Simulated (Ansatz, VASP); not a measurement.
# CuP6 in VASP and in Ansatz

```
Cu P
1.0
     5.40295    0.00000    0.00000
    -0.42510    5.40678    0.00000
    -0.28701   -2.56977    5.08290
Cu P
1 6
Direct
  0.02250 0.77114 0.71691
  0.18830 0.53643 0.92011
  0.57895 0.67711 0.85449
  0.73225 0.29854 0.82718
  0.65374 0.61253 0.44860
  0.51891 0.98313 0.44149
  0.30535 0.12112 0.79122
```

Change from the starting cell: the structure that the rattled cell fell into.

Alike in both runs: task single point; functional PBE; k mesh 4 × 4 × 4; occupations gaussian, width 0.1 eV; no spin polarisation.

```csv
,VASP,Ansatz
version,VASP 6.6.1,Ansatz 0.2.0
potentials or method,"VASP PAW PBE potentials, release 64 (Cu, P), cutoff 520 eV","scalar-relativistic, plane waves, PAW"
valence electrons in the cell,41,49
```

```csv
,VASP,Ansatz,Ansatz less VASP
gap on the k mesh at the Fermi level (eV),none,none,-
pressure (GPa),0.8,1.0,+0.16
"traceless stress, the component that is largest in VASP (GPa)",0.58,0.58,+0.005
rms of the force components (eV/Å),0.223,0.215,-0.0084
```

Atom by atom the forces differ by 0.037 eV/Å (rms over components). A gap of «none» marks a metal or a gap that the smearing closes. VASP's potentials hold 41 valence electrons a cell and Ansatz's 49, so a difference there can come from the potentials and not from the codes.
